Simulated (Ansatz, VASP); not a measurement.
Two plane-wave programs on Li2Se

INCAR

```
ALGO = Normal
EDIFF = 1E-6
ENCUT = 750
GGA = PE
GGA_COMPAT = False
ISIF = 2
ISMEAR = 0
LASPH = True
LCHARG = False
LREAL = False
LWAVE = False
NBANDS = 13
NELM = 120
PREC = Accurate
SIGMA = 0.05
```

KPOINTS

```
k-points
0
Gamma
  8 8 8
```

File POSCAR:

```
Li2Se
1.0
    0.0000000000      2.9274375000      2.9274375000
    2.9274375000      0.0000000000      2.9274375000
    2.9274375000      2.9274375000      0.0000000000
Li Se
2 1
Direct
    0.2500000000      0.2500000000      0.2500000000
    0.7500000000      0.7500000000      0.7500000000
    0.0000000000      0.0000000000      0.0000000000
```

Input for Ansatz:

```yaml
crystal:
  lattice:
    - [0.0, 2.9274375, 2.9274375]
    - [2.9274375, 0.0, 2.9274375]
    - [2.9274375, 2.9274375, 0.0]
  atoms:
    - { symbol: Li, position: [0.25, 0.25, 0.25] }
    - { symbol: Li, position: [0.75, 0.75, 0.75] }
    - { symbol: Se, position: [0.0, 0.0, 0.0] }
basis:
  ecutwfc: 420
kpoints:
  mp_grid: { grid: [8, 8, 8] }
hamiltonian:
  xc: pbe
scf:
  occupations: { method: gaussian, width: 0.05 }
output:
  forces: true
  stress: true
  eigenvalues: true
  write_density: true
  write_potential: true
  elf: true
  volumetric_format: npy
```

Change from the starting cell: strain -0.025 along x and y, -0.025 along z, atoms carried along.

Alike in both runs: task single point; functional PBE; k mesh 8 × 8 × 8; occupations gaussian, width 0.05 eV; no spin polarisation.

|  | VASP | Ansatz |
| --- | --- | --- |
| version | VASP 6.6.1 | Ansatz 0.2.0 |
| potentials or method | VASP PAW PBE potentials, release 64 (Li_sv, Se), cutoff 750 eV | scalar-relativistic, plane waves, PAW |
| valence electrons in the cell | 12 | 22 |

VASP gave:

```
gap on the k mesh at the Fermi level (eV) : 2.91
least direct gap on the mesh (eV)         : 3.71
pressure (GPa)                            : 2.9
```

Question: Estimate Ansatz's values.

Answer: gap on the k mesh at the Fermi level (eV): 2.91; least direct gap on the mesh (eV): 3.71; pressure (GPa): 3.0.

VASP's potentials hold 12 valence electrons a cell and Ansatz's 22, so a difference there can come from the potentials and not from the codes.
